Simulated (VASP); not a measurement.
Mg: relaxation of cell and atoms with PBEsol

Crystal: Mg.

```
Mg
1.0
     3.20930    0.00000    0.00000
    -1.60465    2.77934    0.00000
     0.00000    0.00000    5.21030
Mg
2
Direct
  0.33333 0.66667 0.25000
  0.66667 0.33333 0.75000
```

```yaml
Program: VASP 6.6.1
Task: relaxation of cell and atoms
Functional: PBEsol
Potentials_or_basis: VASP PAW PBE potentials, release 64 (Mg)
Cutoff: 600 eV
k_mesh: 8 × 8 × 5
Occupations: methfessel-paxton, width 0.02 eV
Spin: no spin polarisation
Dipole_correction: no
Further_INCAR_settings: ALGO = Normal; EDIFF = 1e-07; IBRION = 2; EDIFFG = -0.03; NSW = 80; ISIF = 3
```

```json
{"Relaxed volume": "22.54 Å³/atom", "Relaxed cell": "a = 3.173 Å, b = 3.173 Å, c = 5.171 Å, α = 90.00°, β = 90.00°, γ = 120.00°", "Space group after relaxing (to 0.1 Å)": "P6_3/mmc (No. 194)", "Energy gained by relaxing": "2.5 meV/atom", "Ionic steps": "3", "Pressure after relaxing": "0.0 GPa", "Band gap on the k mesh": "zero (bands 2 and 3 overlap by 2.28 eV)"}
```

The path:
```csv
step,energy change (eV),largest force (eV/Å),pressure (GPa),volume (Å³)
1,0.0000,0.0000,-1.10,46.47
2,-0.0048,0.0000,-0.28,45.41
3,-0.0051,0.0000,-0.01,45.09
```

Final structure:
```
CELL_PARAMETERS angstrom
3.17318 0.00000 0.00000
-1.58659 2.74806 0.00000
0.00000 0.00000 5.17065
ATOMIC_POSITIONS crystal
Mg 0.33333 0.66667 0.25000
Mg 0.66667 0.33333 0.75000
```

Levels at points of the mesh, in eV from the Fermi level:
```
           k point  band 1  band 2  band 3  band 4  band 5
(0.00, 0.00, 0.00)   -6.97   -1.70   -1.23   11.10   11.10
(0.50, 0.00, 0.00)   -2.13   -2.10    2.71    3.05    3.34
```

Run time: 11 s on 1 thread of Intel(R) Xeon(R) 6975P-C (Granite Rapids), with other jobs on the host, peak memory 0.18 GiB.

Caveat: the PAW data sets were made with another functional, which shifts forces and pressure a little.
